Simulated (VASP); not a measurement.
# YSi2Ir2 (P1) in VASP: single point with LDA+U

Aim: the single point of YSi2Ir2 with LDA+U.

Program: VASP 6.6.1. These are calculated values, not measurements. Logs are shortened: lines on timing, memory, paths and dates and some standing lists are left out, and cuts for length are marked.

## Step 1: The cell of the first run

The typed cell holds 5 atoms: a = 3.927 Å, b = 3.988 Å, c = 5.531 Å, α = 69.79°, β = 68.94°, γ = 89.50°.

## Step 2: Single point, LDA+U, collinear spin, ferromagnetic start

INCAR

```
ALGO = Normal ; EDIFF = 1E-7
ENCUT = 520 ; GGA = CA
ISIF = 2 ; ISMEAR = -1
ISPIN = 2 ; LASPH = True
LCHARG = True ; LDAU = True
LDAUJ = 0 0 0 ; LDAUL = -1 2 -1
LDAUPRINT = 1 ; LDAUTYPE = 2
LDAUU = 0 1.3 0 ; LELF = True
LMAXMIX = 4 ; LORBIT = 11
LREAL = False ; LVHAR = True
LWAVE = False ; MAGMOM = 0 1 1 0 0
NBANDS = 30 ; NELM = 150
PREC = Accurate ; SIGMA = 0.1
```

KPOINTS

```
Automatic mesh
0
Gamma
  5 5 4
  0 0.5 0.5
```

POSCAR

```
YSi2Ir2
1.0
    0.0174140000      3.9265810000     -0.0027550000
    3.9879170000      0.0174140000      0.0414960000
    1.9519230000      1.9753660000     -4.7832690000
Y Ir Si
1 2 2
Direct
    0.9936310000      0.0284320000      0.9617350000
    0.7349610000      0.2844020000      0.4767690000
    0.2135830000      0.8018090000      0.5168030000
    0.4262120000      0.3799070000      0.2157090000
    0.5812260000      0.6643230000      0.7443190000
```

Potentials or basis: VASP PAW LDA potentials, release 64 (Y_sv, Ir, Si).

Launch:

```
cat potpaw_LDA.64/Y_sv/POTCAR potpaw_LDA.64/Ir/POTCAR potpaw_LDA.64/Si/POTCAR > POTCAR
mpirun -np 1 vasp_std > vasp.out
```

OUTCAR:

```text
EDIFF = 1E-7
   ENCUT = 520
   GGA = CA
   ISIF = 2
   ISMEAR = -1
   ISPIN = 2
   LASPH = True
   LORBIT = 11
   LREAL = False
   NELM = 150
   PREC = Accurate

 ion  position               nearest neighbor table
   1  0.994  0.028  0.962-   3 2.76   4 2.82   5 2.83   5 2.97   4 2.99   5 3.03   2 3.04   2 3.05
                             3 3.10   5 3.12   4 3.15   2 3.18   2 3.18   4 3.27   3 3.31   3 3.32
   2  0.735  0.284  0.477-   4 2.14   5 2.35   5 2.40   4 2.53   3 2.69   3 2.72   3 2.90   3 2.92
                             1 3.04   1 3.05   1 3.18   1 3.18
   3  0.214  0.802  0.517-   5 2.19   4 2.27   5 2.31   4 2.69   2 2.69   2 2.72   1 2.76   2 2.90
                             2 2.92   1 3.10   1 3.31   1 3.32
   4  0.426  0.380  0.216-   2 2.14   3 2.27   5 2.30   2 2.53   3 2.69   1 2.82   1 2.99   1 3.15
                             1 3.27   1 3.59
   5  0.581  0.664  0.744-   3 2.19   4 2.30   3 2.31   2 2.35   2 2.40   1 2.83   1 2.97   1 3.03
                             1 3.12

  LATTYP: Found a triclinic cell.
 ALAT       =     7.8496682948
 B/A-ratio  =     0.5002275808
 C/A-ratio  =     1.2237227242
 COS(alpha) =     0.0013560665
 COS(beta)  =     0.6075529421
 COS(gamma) =     0.7534049833

  Lattice vectors:

 A1 = (  -1.9693370000,  -5.9019470000,   4.7860240000)
 A2 = (  -0.0174140000,  -3.9265810000,   0.0027550000)
 A3 = (   0.1014850000,  -0.0067370000,   9.6052790000)

Analysis of symmetry for initial positions (statically):
=====================================================================
 Subroutine PRICEL returns:
 Original cell was already a primitive cell.

 Routine SETGRP: Setting up the symmetry group for a
 triclinic supercell.

 Subroutine GETGRP returns: Found  1 space group operations
 (whereof  1 operations were pure point group operations)
 out of a pool of  2 trial point group operations.

The static configuration has the point symmetry C_1 .

Analysis of symmetry for dynamics (positions and initial velocities):
=====================================================================
 Subroutine PRICEL returns:
 Original cell was already a primitive cell.
[... 231 lines left out ...]
  o =  0.7901  v =  0.0000  0.0000  0.0000  0.0000  0.0000 -0.0467 -0.9921 -0.0613 -0.0140  0.0985      0.0000  0.0000  0.0000  0.0000  0.0000  0.0000  0.0000  0.0000  0.0000  0.0000
  o =  0.7902  v = -0.0467 -0.9920 -0.0613 -0.0140  0.0986  0.0000  0.0000  0.0000  0.0000  0.0000      0.0000  0.0000  0.0000  0.0000  0.0000  0.0000  0.0000  0.0000  0.0000  0.0000
  o =  0.8095  v =  0.0000  0.0000  0.0000  0.0000  0.0000 -0.0189  0.0105  0.1699 -0.9832  0.0629      0.0000  0.0000  0.0000  0.0000  0.0000  0.0000  0.0000  0.0000  0.0000  0.0000
  o =  0.8096  v = -0.0189  0.0105  0.1700 -0.9832  0.0629  0.0000  0.0000  0.0000  0.0000  0.0000      0.0000  0.0000  0.0000  0.0000  0.0000  0.0000  0.0000  0.0000  0.0000  0.0000
  o =  0.8442  v =  0.0000  0.0000  0.0000  0.0000  0.0000  0.0158  0.0888  0.1160  0.0837  0.9856      0.0000  0.0000  0.0000  0.0000  0.0000  0.0000  0.0000  0.0000  0.0000  0.0000
  o =  0.8443  v =  0.0157  0.0888  0.1161  0.0838  0.9856  0.0000  0.0000  0.0000  0.0000  0.0000      0.0000  0.0000  0.0000  0.0000  0.0000  0.0000  0.0000  0.0000  0.0000  0.0000

 number of electron      36.9999999 magnetization       0.0000480

 Free energy of the ion-electron system (eV)
  ---------------------------------------------------
  ext. energy  EPLUGINS =         0.00000000
  ---------------------------------------------------
  free energy    TOTEN  =       -41.49036183 eV

  energy without entropy =      -41.44517801  energy(sigma->0) =      -41.46776992

 E-fermi :   9.1084     XC(G=0): -12.4655

 val. band max:        9.1041644650   @ k =  -0.4000   0.3000   0.3750
 cond. band min:       9.1238263125   @ k =   0.2000  -0.3000   0.3750
 fundamental gap:      0.0196618474
 Fermi energy:         9.1083955231

 spin component 1

 k-point     1 :      -0.0000    0.1000    0.1250
  band No.  band energies     occupation
      1     -32.7558      1.00000
      2     -13.0554      1.00000
      3     -12.9761      1.00000
      4     -12.9513      1.00000
      5      -2.9802      1.00000
      6      -0.0051      1.00000
[... 1577 lines left out ...]
     29      16.4473      0.00000
     30      18.3233      0.00000

 [... further k-points ...]
[... 5 lines left out ...]
  --------------------------------------------------------------------------------------
  -------------------------------------------------------------------------------------
  Total        5.4658958     10.7500797      9.4380539     -0.6508469     -4.0560850      0.1696886
  in kB      116.4629204    229.0540672    201.0984750    -13.8677227    -86.4238030      3.6155886
  external PRESSURE =     182.2051542 kB  Pullay stress =       0.0000000 kB

 VOLUME and BASIS-vectors are now :
 -----------------------------------------------------------------------------
  energy-cutoff  :      520.00
  volume of cell :       75.19
      direct lattice vectors                 reciprocal lattice vectors
     0.017414000  3.926581000 -0.002755000    -0.002197851  0.254757422  0.104311322
     3.987917000  0.017414000  0.041496000     0.249706157 -0.001036228  0.101470409
     1.951923000  1.975366000 -4.783269000     0.002167526 -0.000155721 -0.208241845

 POSITION                                       TOTAL-FORCE (eV/Angst)
 -----------------------------------------------------------------------------------
      2.00792      5.80185     -4.60179         0.572883      0.281873     -1.460089
      2.07759      3.83263     -2.27074         2.202286      2.821817     -0.952163
      4.21003      1.87349     -2.43932        -3.662634     -1.156540      2.357743
      1.94351      2.10628     -1.01720         1.723095     -3.687824      0.741440
      4.11224      3.76410     -3.53431        -0.835631      1.740674     -0.686931
 -----------------------------------------------------------------------------------
    total drift:                               -0.000190     -0.000197      0.000150

  FREE ENERGIE OF THE ION-ELECTRON SYSTEM (eV)
  ---------------------------------------------------
  free  energy   TOTEN  =       -41.4903618271 eV

  energy  without entropy=      -41.4451780094  energy(sigma->0) =      -41.46776992

 total charge

# of ion       s       p       d       f       tot
--------------------------------------------------
    1        2.199   6.481   1.183   0.069   9.931
    2        0.717   0.801   7.512   0.000   9.030
    3        0.731   0.803   7.542   0.000   9.076
    4        0.764   0.990   0.000   0.000   1.755
    5        0.755   1.023   0.000   0.000   1.778
--------------------------------------------------
tot          5.167  10.098  16.237   0.069  31.571

 magnetization (x)

# of ion       s       p       d       f       tot
--------------------------------------------------
    1       -0.000   0.000   0.000   0.000   0.000
    2       -0.000  -0.000   0.000   0.000   0.000
    3       -0.000  -0.000   0.000   0.000   0.000
    4        0.000   0.000   0.000   0.000   0.000
    5        0.000   0.000   0.000   0.000   0.000
--------------------------------------------------
tot         -0.000   0.000   0.000   0.000   0.000
```

OSZICAR:

```text
N       E                     dE             d eps       ncg     rms          rms(c)
DAV:   1     0.263112446126E+03    0.26311E+03   -0.16049E+04  6000   0.117E+03
DAV:   2    -0.255314811807E+02   -0.28864E+03   -0.26439E+03  6012   0.322E+02
DAV:   3    -0.426946962026E+02   -0.17163E+02   -0.16727E+02  8572   0.783E+01
DAV:   4    -0.434617630068E+02   -0.76707E+00   -0.76125E+00  9138   0.141E+01
DAV:   5    -0.434747352412E+02   -0.12972E-01   -0.12967E-01  7826   0.172E+00    0.489E+01
DAV:   6    -0.418413926487E+02    0.16333E+01   -0.48237E+00  9054   0.181E+01    0.246E+01
DAV:   7    -0.415658901065E+02    0.27550E+00   -0.13532E+00  8642   0.866E+00    0.139E+01
DAV:   8    -0.415027339406E+02    0.63156E-01   -0.44434E-01  9328   0.552E+00    0.391E+00
DAV:   9    -0.414946042838E+02    0.81297E-02   -0.43191E-02  8608   0.186E+00    0.161E+00
DAV:  10    -0.414903848673E+02    0.42194E-02   -0.18600E-02  8818   0.120E+00    0.364E-01
DAV:  11    -0.414903633808E+02    0.21486E-04   -0.11127E-03  7044   0.211E-01    0.200E-01
DAV:  12    -0.414903590111E+02    0.43698E-05   -0.10266E-04  8494   0.715E-02    0.814E-02
DAV:  13    -0.414903623251E+02   -0.33141E-05   -0.19183E-05  9214   0.347E-02    0.280E-02
DAV:  14    -0.414903618164E+02    0.50876E-06   -0.36374E-06  9272   0.208E-02    0.125E-02
DAV:  15    -0.414903618271E+02   -0.10719E-07   -0.89427E-07  8588   0.112E-02
   1 F= -.41490362E+02 E0= -.41467770E+02  d E =-.451838E-01  mag=    -0.0000
```

It took 4 min on 1 thread of Intel Xeon Platinum 8375C at 2.90GHz (Ice Lake), shared host; peak memory 0.31 GiB.

Results:

```
Free energy                                           : -41.4904 eV
Pressure                                              : 18.2 GPa
Largest force                                         : 4.507 eV/Å
Net moment                                            : 0.00 μB per cell
Valence electrons inside the program's atomic spheres : Y 9.93; Ir 9.03, 9.08; Si 1.75, 1.78
```

Forces on the atoms (eV/Å):
```
Y    0.573  0.282 -1.460
Ir   2.202  2.822 -0.952
Ir  -3.663 -1.157  2.358
Si   1.723 -3.688  0.741
Si  -0.836  1.741 -0.687
```

Levels at points of the mesh, in eV from the Fermi level:
Spin up:
```csv
k point,band 16,band 17,band 18,band 19,band 20,band 21,band 22,band 23
"(0.00, 0.10, 0.12)",-1.58,-1.30,-1.05,-0.54,0.97,1.70,2.02,3.61
```
Spin down:
```tsv
k point	band 17	band 18	band 19	band 20	band 21	band 22
(0.00, 0.10, 0.12)	-1.30	-1.05	-0.54	0.97	1.70	2.02
```

Eigenvalues of the final occupation matrices:
```
    site  spin  trace               eigenvalues
site 2 d     1   3.79  0.64 0.73 0.79 0.79 0.84
site 2 d     2   3.79  0.64 0.73 0.79 0.79 0.84
site 3 d     1   3.81  0.64 0.72 0.79 0.81 0.84
site 3 d     2   3.81  0.64 0.72 0.79 0.81 0.84
```

Caveat: spin-orbit coupling is left out, which moves the levels of the heavy elements; the U is typed as a test and isn't derived for this compound; forces of over 1 eV/Å act on the atoms, so gaps and moduli don't describe the material at rest. The state reached can hang on the start; a lower one may exist.
